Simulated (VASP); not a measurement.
# CdSe (Cadmoselite) (P6_3mc) in VASP: further runs

Aim: see how the results for CdSe (Cadmoselite) move with the level of theory and the settings. Levels: PBE, PBEsol-based global hybrid. Tasks: single point.

Program: VASP 6.6.1. These are calculated values, not measurements. Logs are shortened: lines on timing, memory, paths and dates and some standing lists are left out, and cuts for length are marked.

### 1 The cell of the first run

Symmetry: P6_3mc, No. 186, hexagonal system. Conventional cell: a = 4.300 Å, b = 4.300 Å, c = 7.020 Å, α = 90.00°, β = 90.00°, γ = 120.00°. Cd (site symmetry 3m) has 4 Se at 2.61 to 2.70 Å within 3.4 Å. Within 3.4 Å of Se (site symmetry 3m) lie 4 Cd at 2.61 to 2.70 Å.

### 2 Single point, PBE

Input file INCAR:

```
SYSTEM = CdSe
PREC = Accurate
ENCUT = 520
EDIFF = 1E-6
ISMEAR = 0
SIGMA = 0.027000000000000003
LREAL = .False.
LASPH = .True.
NELM = 100
ALGO = Normal
ISIF = 2
LWAVE = .False.
LCHARG = .False.
GGA = PE
NBANDS = 26
```

Input file KPOINTS:

```
regular mesh
0
Gamma
  7 7 4
  0 0 0
```

Input file POSCAR:

```
CdSe
1.0
    4.3000000000      0.0000000000      0.0000000000
   -2.1500000000      3.7239092363      0.0000000000
    0.0000000000      0.0000000000      7.0200000000
Cd Se
2 2
Direct
    0.6666666667      0.3333333333      0.5000000000
    0.3333333333      0.6666666667      0.0000000000
    0.6666666667      0.3333333333      0.8850000000
    0.3333333333      0.6666666667      0.3850000000
```

Potentials or basis: VASP PAW PBE potentials, release 64 (Cd, Se).

On the command line:

```bash
$ cat potpaw_PBE.64/Cd/POTCAR potpaw_PBE.64/Se/POTCAR > POTCAR
$ mpirun -np 1 vasp_std > vasp.out
```

OUTCAR:

```text
SYSTEM = CdSe
   PREC = Accurate
   ENCUT = 520
   EDIFF = 1E-6
   ISMEAR = 0
   LREAL = .False.
   LASPH = .True.
   NELM = 100
   ISIF = 2
   GGA = PE

 ion  position               nearest neighbor table
   1  0.667  0.333  0.500-   4 2.61   4 2.61   4 2.61   3 2.70
   2  0.333  0.667  0.000-   3 2.61   3 2.61   3 2.61   4 2.70
   3  0.667  0.333  0.885-   2 2.61   2 2.61   2 2.61   1 2.70
   4  0.333  0.667  0.385-   1 2.61   1 2.61   1 2.61   2 2.70

  LATTYP: Found a hexagonal cell.
 ALAT       =     4.3000000000
 C/A-ratio  =     1.6325581395

  Lattice vectors:

 A1 = (   4.3000000000,   0.0000000000,   0.0000000000)
 A2 = (  -2.1500000000,   3.7239092363,   0.0000000000)
 A3 = (   0.0000000000,   0.0000000000,   7.0200000000)

Analysis of symmetry for initial positions (statically):
=====================================================================
 Subroutine PRICEL returns:
 Original cell was already a primitive cell.

 Routine SETGRP: Setting up the symmetry group for a
 hexagonal supercell.

 Subroutine GETGRP returns: Found 12 space group operations
 (whereof  6 operations were pure point group operations)
 out of a pool of 24 trial point group operations.

The static configuration has the point symmetry C_3v.
 The point group associated with its full space group is C_6v.

Analysis of symmetry for dynamics (positions and initial velocities):
=====================================================================
 Subroutine PRICEL returns:
 Original cell was already a primitive cell.

 Routine SETGRP: Setting up the symmetry group for a
 hexagonal supercell.

 Subroutine GETGRP returns: Found 12 space group operations
 (whereof  6 operations were pure point group operations)
 out of a pool of 24 trial point group operations.

The dynamic configuration has the point symmetry C_3v.
 The point group associated with its full space group is C_6v.

 Subroutine INISYM returns: Found 12 space group operations
 (whereof  6 operations are pure point group operations),
 and found     1 'primitive' translations

----------------------------------------------------------------------------------------

                                     Primitive cell

  volume of cell :     112.4099

  direct lattice vectors                    reciprocal lattice vectors
     4.300000000  0.000000000  0.000000000     0.232558140  0.134267504  0.000000000
    -2.150000000  3.723909236  0.000000000     0.000000000  0.268535009  0.000000000
     0.000000000  0.000000000  7.020000000     0.000000000  0.000000000  0.142450142
[... 88 lines left out ...]
   LREAL  =      F    real-space projection
   EDIFFG = 0.1E-04   stopping-criterion for IOM
   NSW    =      0    number of steps for IOM
   IBRION =     -1    ionic relax: 0-MD 1-quasi-New 2-CG
   NFREE  =      0    steps in history (QN), initial steepest desc. (CG)
   ISIF   =      2    stress and relaxation
   ISYM   =      2    0-nonsym 1-usesym 2-fastsym
   POTIM  = 0.5000    time-step for ionic-motion
   TEBEG  =    0.0;   TEEND  =   0.0 temperature during run
   PSTRESS=    0.0 pullay stress
   NELECT =      36.0000    total number of electrons
   NUPDOWN=      -1.0000    fix difference up-down
   EMIN   =  10.00;   EMAX   =-10.00  energy-range for DOS
   EFERMI =   0.00;   METHOD = LEGACY
   ISMEAR =     0;   SIGMA  =   0.03  broadening in eV -4-tet -1-fermi 0-gaus
   EFERMI_NEDOS =   21; number of points for ismear=-14 and -15
   IALGO  =     38    algorithm
   IMIX   =      4    mixing-type and parameters
     AMIX     =   0.40;   BMIX     =  1.00
     AMIX_MAG =   1.60;   BMIX_MAG =  1.00
  volume/ion in A,a.u.               =      28.10       189.64
  Fermi-wavevector in a.u.,A,eV,Ry     =   1.120059  2.116604 17.068937  1.254531
  Thomas-Fermi vector in A             =   2.256702
   LORBIT       =      0    0 simple, 1 ext, 2 COOP (PROOUT), +10 PAW based schemes
   GGA     = PE    functional components
   LHFCALC =     F    Hartree Fock is set to
   AEXX    =    0.0000 exact exchange contribution
   IVDW    =     0    specifies the selected vdW correction
   LEPSILON=     F    determine dielectric tensor
   LRPA    =     F    only Hartree local field effects (RPA)
 non-spin polarized calculation
 Gauss-broadening in eV      SIGMA  =   0.03
  energy-cutoff  :      520.00
  volume of cell :      112.41
 maximum number of plane-waves:      3042
 NGX is ok and might be reduce to    32
   NGX = 15   NGY = 15   NGZ = 27

 number of electron      35.9999998 magnetization

 Free energy of the ion-electron system (eV)
  ---------------------------------------------------
  ext. energy  EPLUGINS =         0.00000000
  ---------------------------------------------------
  free energy    TOTEN  =       -10.90422397 eV

  energy without entropy =      -10.90422397  energy(sigma->0) =      -10.90422397

 E-fermi :   1.0609     XC(G=0):  -8.8819

 val. band max:        0.9365642225   @ k =   0.0000   0.0000   0.0000
 cond. band min:       1.6391811069   @ k =   0.0000   0.0000   0.0000
 fundamental gap:      0.7026168844
 Fermi energy:         1.0609348343

 k-point     1 :       0.0000    0.0000    0.0000
  band No.  band energies     occupation
      1     -11.6579      2.00000
      2     -11.2918      2.00000
      3      -6.9988      2.00000
      4      -6.9988      2.00000
      5      -6.9433      2.00000
      6      -6.9433      2.00000
[... 685 lines left out ...]
     25       9.0074      0.00000
     26       9.0074      0.00000

------------------------ aborting loop because EDIFF is reached ----------------------------------------

  FORCE on cell =-STRESS in cart. coord.  units (eV):
  Direction    XX          YY          ZZ          XY          YZ          ZX
  --------------------------------------------------------------------------------------
  -------------------------------------------------------------------------------------
  Total        2.8297314      2.8297314      1.3540470      0.0000000      0.0000000      0.0000000
  in kB       40.3321290     40.3321290     19.2992165      0.0000000      0.0000000      0.0000000
  external PRESSURE =      33.3211581 kB  Pullay stress =       0.0000000 kB

 VOLUME and BASIS-vectors are now :
 -----------------------------------------------------------------------------
  energy-cutoff  :      520.00
  volume of cell :      112.41
      direct lattice vectors                 reciprocal lattice vectors
     4.300000000  0.000000000  0.000000000     0.232558140  0.134267504  0.000000000
    -2.150000000  3.723909236  0.000000000     0.000000000  0.268535009  0.000000000
     0.000000000  0.000000000  7.020000000     0.000000000  0.000000000  0.142450142

 POSITION                                       TOTAL-FORCE (eV/Angst)
 -----------------------------------------------------------------------------------
      2.15000      1.24130      3.51000        -0.000000      0.000000      0.291235
     -0.00000      2.48261      0.00000         0.000000     -0.000000      0.291235
      2.15000      1.24130      6.21270         0.000000      0.000000     -0.291235
     -0.00000      2.48261      2.70270         0.000000      0.000000     -0.291235
 -----------------------------------------------------------------------------------
    total drift:                               -0.000000     -0.000000      0.000083

  FREE ENERGIE OF THE ION-ELECTRON SYSTEM (eV)
  ---------------------------------------------------
  free  energy   TOTEN  =       -10.9042239737 eV

  energy  without entropy=      -10.9042239737  energy(sigma->0) =      -10.90422397
```

OSZICAR:

```text
N       E                     dE             d eps       ncg     rms          rms(c)
DAV:   1     0.242755529558E+03    0.24276E+03   -0.17155E+04  1248   0.125E+03
DAV:   2     0.117781012637E+01   -0.24158E+03   -0.23392E+03  1358   0.312E+02
DAV:   3    -0.115499768832E+02   -0.12728E+02   -0.12657E+02  1490   0.715E+01
DAV:   4    -0.116562773283E+02   -0.10630E+00   -0.10619E+00  1376   0.619E+00
DAV:   5    -0.116569216875E+02   -0.64436E-03   -0.64433E-03  1430   0.468E-01    0.888E+00
DAV:   6    -0.109388659456E+02    0.71806E+00   -0.12370E+00  1518   0.110E+01    0.697E+00
DAV:   7    -0.109055985372E+02    0.33267E-01   -0.53843E-01  1316   0.374E+00    0.258E+00
DAV:   8    -0.109038691617E+02    0.17294E-02   -0.56517E-02  1300   0.238E+00    0.396E-01
DAV:   9    -0.109039867775E+02   -0.11762E-03   -0.73050E-03  1376   0.981E-01    0.111E-01
DAV:  10    -0.109041329121E+02   -0.14613E-03   -0.81833E-04  1304   0.310E-01    0.720E-02
DAV:  11    -0.109042245714E+02   -0.91659E-04   -0.20267E-04  1312   0.812E-02    0.280E-02
DAV:  12    -0.109042223419E+02    0.22295E-05   -0.35680E-05  1450   0.638E-02    0.926E-03
DAV:  13    -0.109042237526E+02   -0.14106E-05   -0.10454E-05  1276   0.302E-02    0.356E-03
DAV:  14    -0.109042239737E+02   -0.22113E-06   -0.61120E-07   966   0.400E-03
   1 F= -.10904224E+02 E0= -.10904224E+02  d E =-.961821E-13
```

stdout:

```text
POSCAR found type information on POSCAR CdSe
 POSCAR found :  2 types and       4 ions
 scaLAPACK will be used
 LDA part: xc-table for (Slater+PW92), standard interpolation
 POSCAR, INCAR and KPOINTS ok, starting setup
 FFT: planning ... GRIDC
 FFT: planning ... GRID_SOFT
 FFT: planning ... GRID
 WAVECAR not read
 entering main loop
```

It used 110 s of CPU time on 1 thread of AMD EPYC 7R13 Processor (Zen 3), on a shared host.

What came out:

```
Free energy            : -10.9042 eV
Pressure               : 3.3 GPa
Largest force          : 0.291 eV/Å
Band gap on the k mesh : 0.70 eV, direct
```

Forces on the atoms (eV/Å):
```
Cd   0.000  0.000  0.291
Cd   0.000  0.000  0.291
Se   0.000  0.000 -0.291
Se   0.000  0.000 -0.291
```

Stress tensor (GPa, compression positive):
```
4.03 0.00 0.00
0.00 4.03 0.00
0.00 0.00 1.93
```

As with any semilocal functional, this PBE gap is likely too small.

(Part 1 of 4 ends here.)
